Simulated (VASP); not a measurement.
# LuSc (Pmma) in VASP: single point with PBE

Aim: the single point of LuSc with PBE.

Everything below comes from runs of VASP 6.6.1. Logs are shortened: lines on timing, memory, paths and dates and some standing lists are left out, and cuts for length are marked.

## Step 1: The cell of the first run

The structure is orthorhombic, space group Pmma (No. 51). The conventional cell has a = 5.313 Å, b = 3.430 Å, c = 5.912 Å, α = 90.00°, β = 90.00°, γ = 90.00°. Lu (site symmetry mm2) has 8 Sc at 3.31 to 3.46 Å and 4 Lu at 3.35 to 3.43 Å within 4.3 Å. Sc (site symmetry mm2) has 4 Sc at 3.29 to 3.43 Å and 8 Lu at 3.31 to 3.46 Å within 4.3 Å.

The cell was built from a structure type or drawn by symmetry, and may not be a known phase.

## Step 2: Single point, PBE

INCAR reads:

```
SYSTEM = LuSc
PREC = Accurate ; ENCUT = 520
EDIFF = 1E-6 ; ISMEAR = 0
SIGMA = 0.2 ; LREAL = .False.
LASPH = .True. ; NELM = 60
ALGO = Fast ; ISIF = 2
LWAVE = .False. ; LCHARG = .True.
GGA = PE ; LELF = .True.
LVHAR = .True. ; NBANDS = 44
```

KPOINTS reads:

```
regular mesh
0
Gamma
  4 5 4
  0 0 0
```

POSCAR reads:

```
LuSc
1.0
    5.3133873618      0.0000000000      0.0000000000
    0.0000000000      3.4296421192      0.0000000000
    0.0000000000      0.0000000000      5.9116752842
Lu Sc
2 2
Direct
    0.7500000000      0.0000000000      0.3276176578
    0.2500000000      0.0000000000      0.6723823422
    0.2500000000      0.5000000000      0.1643142395
    0.7500000000      0.5000000000      0.8356857605
```

Potentials or basis: VASP PAW PBE potentials, release 64 (Lu, Sc_sv).

Started as:

```
$ cat potpaw_PBE.64/Lu/POTCAR potpaw_PBE.64/Sc_sv/POTCAR > POTCAR
$ mpirun -np 1 vasp_std > vasp.out
```

OUTCAR:

```text
SYSTEM = LuSc
   PREC = Accurate
   ENCUT = 520
   EDIFF = 1E-6
   ISMEAR = 0
   LREAL = .False.
   LASPH = .True.
   NELM = 60
   ISIF = 2
   GGA = PE

 ion  position               nearest neighbor table
   1  0.750  0.000  0.328-   3 3.31   3 3.31   3 3.31   3 3.31   2 3.35   2 3.35   4 3.38   4 3.38
                             4 3.46   4 3.46
   2  0.250  0.000  0.672-   4 3.31   4 3.31   4 3.31   4 3.31   1 3.35   1 3.35   3 3.38   3 3.38
                             3 3.46   3 3.46
   3  0.250  0.500  0.164-   4 3.29   4 3.29   1 3.31   1 3.31   1 3.31   1 3.31   2 3.38   2 3.38
                             2 3.46   2 3.46
   4  0.750  0.500  0.836-   3 3.29   3 3.29   2 3.31   2 3.31   2 3.31   2 3.31   1 3.38   1 3.38
                             1 3.46   1 3.46

  LATTYP: Found a simple orthorhombic cell.
 ALAT       =     3.4296421192
 B/A-ratio  =     1.5492541720
 C/A-ratio  =     1.7237003392

  Lattice vectors:

 A1 = (   0.0000000000,  -3.4296421192,   0.0000000000)
 A2 = (   5.3133873618,   0.0000000000,   0.0000000000)
 A3 = (   0.0000000000,   0.0000000000,   5.9116752842)

Analysis of symmetry for initial positions (statically):
=====================================================================
 Subroutine PRICEL returns:
 Original cell was already a primitive cell.

 Routine SETGRP: Setting up the symmetry group for a
 simple orthorhombic supercell.

 Subroutine GETGRP returns: Found  8 space group operations
 (whereof  4 operations were pure point group operations)
 out of a pool of  8 trial point group operations.

The static configuration has the point symmetry C_2h.
 The point group associated with its full space group is D_2h.

Analysis of symmetry for dynamics (positions and initial velocities):
=====================================================================
 Subroutine PRICEL returns:
 Original cell was already a primitive cell.

 Routine SETGRP: Setting up the symmetry group for a
 simple orthorhombic supercell.

 Subroutine GETGRP returns: Found  8 space group operations
 (whereof  4 operations were pure point group operations)
 out of a pool of  8 trial point group operations.

The dynamic configuration has the point symmetry C_2h.
 The point group associated with its full space group is D_2h.

 Subroutine INISYM returns: Found  8 space group operations
 (whereof  4 operations are pure point group operations),
 and found     1 'primitive' translations

[... 95 lines left out ...]
   LASPH  =      T    aspherical Exc in radial PAW
   ENCUT  =  520.0 eV  38.22 Ry    6.18 a.u.   9.88  6.38 10.99*2*pi/ulx,y,z
   NELM   =     60;   NELMIN=  2; NELMDL= -5     # of ELM steps
   EDIFF  = 0.1E-05   stopping-criterion for ELM
   LREAL  =      F    real-space projection
   EDIFFG = 0.1E-04   stopping-criterion for IOM
   NSW    =      0    number of steps for IOM
   IBRION =     -1    ionic relax: 0-MD 1-quasi-New 2-CG
   NFREE  =      0    steps in history (QN), initial steepest desc. (CG)
   ISIF   =      2    stress and relaxation
   ISYM   =      2    0-nonsym 1-usesym 2-fastsym
   POTIM  = 0.5000    time-step for ionic-motion
   TEBEG  =    0.0;   TEEND  =   0.0 temperature during run
   PSTRESS=    0.0 pullay stress
   NELECT =      72.0000    total number of electrons
   NUPDOWN=      -1.0000    fix difference up-down
   EMIN   =  10.00;   EMAX   =-10.00  energy-range for DOS
   EFERMI =   0.00;   METHOD = LEGACY
   ISMEAR =     0;   SIGMA  =   0.20  broadening in eV -4-tet -1-fermi 0-gaus
   EFERMI_NEDOS =   21; number of points for ismear=-14 and -15
   IALGO  =     68    algorithm
   IMIX   =      4    mixing-type and parameters
     AMIX     =   0.40;   BMIX     =  1.00
     AMIX_MAG =   1.60;   BMIX_MAG =  1.00
  volume/ion in A,a.u.               =      26.93       181.75
  Fermi-wavevector in a.u.,A,eV,Ry     =   1.431337  2.704836 27.874623  2.048727
  Thomas-Fermi vector in A             =   2.551085
   LORBIT       =      0    0 simple, 1 ext, 2 COOP (PROOUT), +10 PAW based schemes
   GGA     = PE    functional components
   LHFCALC =     F    Hartree Fock is set to
   AEXX    =    0.0000 exact exchange contribution
   IVDW    =     0    specifies the selected vdW correction
   LEPSILON=     F    determine dielectric tensor
   LRPA    =     F    only Hartree local field effects (RPA)
 non-spin polarized calculation
 RMM-DIIS sequential band-by-band and
 Gauss-broadening in eV      SIGMA  =   0.20
  energy-cutoff  :      520.00
  volume of cell :      107.73
 maximum number of plane-waves:      2916
 NGX is ok and might be reduce to    40
   NGX = 19   NGY = 13   NGZ = 21

 number of electron      72.0000010 magnetization

 Free energy of the ion-electron system (eV)
  ---------------------------------------------------
  ext. energy  EPLUGINS =         0.00000000
  ---------------------------------------------------
  free energy    TOTEN  =       -21.57879700 eV

  energy without entropy =      -21.43951175  energy(sigma->0) =      -21.50915438

 E-fermi :   2.8667     XC(G=0): -10.2935

 val. band max:        2.8535449215   @ k =   0.2500   0.4000   0.5000
 cond. band min:       2.8939696511   @ k =   0.0000   0.2000   0.2500
 fundamental gap:      0.0404247296
 Fermi energy:         2.8666587314

 k-point     1 :       0.0000    0.0000    0.0000
  band No.  band energies     occupation
      1     -53.1904      2.00000
      2     -53.1753      2.00000
      3     -46.6323      2.00000
      4     -46.6145      2.00000
      5     -25.3407      2.00000
      6     -25.3030      2.00000
[... 1117 lines left out ...]
     43       5.2016      0.00000
     44       5.3939      0.00000

 [... further k-points ...]
[... 5 lines left out ...]
  --------------------------------------------------------------------------------------
  -------------------------------------------------------------------------------------
  Total       -0.0944749      0.0249319     -0.0317670      0.0000000      0.0000000     -0.0000000
  in kB       -1.4050646      0.3707963     -0.4724493      0.0000000      0.0000000     -0.0000000
  external PRESSURE =      -0.5022392 kB  Pullay stress =       0.0000000 kB

 VOLUME and BASIS-vectors are now :
 -----------------------------------------------------------------------------
  energy-cutoff  :      520.00
  volume of cell :      107.73
      direct lattice vectors                 reciprocal lattice vectors
     5.313387362  0.000000000  0.000000000     0.188203858  0.000000000  0.000000000
     0.000000000  3.429642119  0.000000000     0.000000000  0.291575612  0.000000000
     0.000000000  0.000000000  5.911675284     0.000000000  0.000000000  0.169156788

 POSITION                                       TOTAL-FORCE (eV/Angst)
 -----------------------------------------------------------------------------------
      3.98504      0.00000      1.93677        -0.000000      0.000000      0.006285
      1.32835      0.00000      3.97491         0.000000     -0.000000     -0.006285
      1.32835      1.71482      0.97137         0.000000      0.000000      0.019452
      3.98504      1.71482      4.94030         0.000000     -0.000000     -0.019452
 -----------------------------------------------------------------------------------
    total drift:                               -0.000000     -0.000000      0.000000

  FREE ENERGIE OF THE ION-ELECTRON SYSTEM (eV)
  ---------------------------------------------------
  free  energy   TOTEN  =       -21.5787969968 eV

  energy  without entropy=      -21.4395117547  energy(sigma->0) =      -21.50915438
```

OSZICAR:

```text
N       E                     dE             d eps       ncg     rms          rms(c)
DAV:   1     0.822617637249E+03    0.82262E+03   -0.29120E+04  3392   0.496E+03
DAV:   2     0.960698135452E+02   -0.72655E+03   -0.69764E+03  3064   0.881E+02
DAV:   3    -0.757742073686E+01   -0.10365E+03   -0.10103E+03  3044   0.276E+02
[... 38 lines left out ...]
RMM:  42    -0.215787835947E+02   -0.40920E-06   -0.40911E-05  3329   0.845E-02    0.357E-02
RMM:  43    -0.215787893457E+02   -0.57510E-05   -0.72175E-05  2993   0.783E-02    0.247E-02
RMM:  44    -0.215787908899E+02   -0.15442E-05   -0.26329E-05  3014   0.782E-02    0.108E-02
RMM:  45    -0.215787965717E+02   -0.56818E-05   -0.61551E-05  2925   0.739E-02    0.439E-03
RMM:  46    -0.215787969968E+02   -0.42510E-06   -0.97722E-06  2803   0.692E-02
   1 F= -.21578797E+02 E0= -.21509154E+02  d E =-.139285E+00
```

stdout:

```text
POSCAR found type information on POSCAR LuSc
 POSCAR found :  2 types and       4 ions
 scaLAPACK will be used
 LDA part: xc-table for (Slater+PW92), standard interpolation
 POSCAR, INCAR and KPOINTS ok, starting setup
 FFT: planning ... GRIDC
 FFT: planning ... GRID_SOFT
 FFT: planning ... GRID
 WAVECAR not read
 entering main loop
WARNING in EDDRMM: call to ZHEGV failed, returncode =   6  3     28
WARNING in EDDRMM: call to ZHEGV failed, returncode =   8  4     20
WARNING in EDDRMM: call to ZHEGV failed, returncode =   6  3     28
WARNING in EDDRMM: call to ZHEGV failed, returncode =   8  4     17
WARNING in EDDRMM: call to ZHEGV failed, returncode =   6  3     18
WARNING in EDDRMM: call to ZHEGV failed, returncode =   6  3     34
```

Run time: 13 min. Hardware: 1 thread of Oxide Virtual Turin-like, shared host; peak memory 0.27 GiB.

What came out:

```yaml
Free_energy: -21.5788 eV
Pressure: -0.1 GPa
Largest_force: 0.019 eV/Å
Band_gap_on_the_k_mesh: zero (bands 36 and 37 overlap by 0.90 eV)
```

Forces in eV/Å, atoms in the order of the input:
```
Lu   0.000  0.000  0.006
Lu   0.000  0.000 -0.006
Sc   0.000  0.000  0.019
Sc   0.000  0.000 -0.019
```

Caveat: the k points lie up to 0.37 Å⁻¹ apart, too coarse for converged energies and pressures of a metal; spin-orbit coupling is left out, which moves the levels of the heavy elements.
